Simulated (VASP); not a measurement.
A run of VASP 6.6.1 is set up as follows.

The input INCAR:

```
SYSTEM = Ga3Se
ALGO = Normal
EDIFF = 1E-6
ENCUT = 520
GGA = PS
ISIF = 2
ISMEAR = 0
LASPH = .TRUE.
LCHARG = .FALSE.
LREAL = .FALSE.
LWAVE = .FALSE.
NBANDS = 30
NELM = 80
PREC = Accurate
SIGMA = 0.1
```

Contents of KPOINTS:

```
k-points
0
G
  8 8 8
  0 0 0
```

File POSCAR:

```
Ga3Se
1.0
    4.4324650000      0.0000000000      0.0000000000
    0.0000000000      4.4324650000      0.0000000000
    0.0000000000      0.0000000000      4.4324650000
Ga Se
3 1
Direct
    0.0000000000      0.5000000000      0.5000000000
    0.5000000000      0.0000000000      0.5000000000
    0.5000000000      0.5000000000      0.0000000000
    0.0000000000      0.0000000000      0.0000000000
```

Potentials or basis: VASP PAW PBE potentials, release 64 (Ga_d, Se).

The run is started by

```sh
$ cat potpaw_PBE.64/Ga_d/POTCAR potpaw_PBE.64/Se/POTCAR > POTCAR
$ mpirun -np 1 vasp_std > vasp.out
```

**Question.** Predict the pressure.

**Answer.** -3.6 GPa.

**Question.** Estimate the band gap on the k mesh.

**Answer.** Zero (an odd number of electrons rules out a gap without spin polarisation).

Caveat: the cell stands under tension; the PAW data sets were made with another functional, which shifts forces and pressure a little.
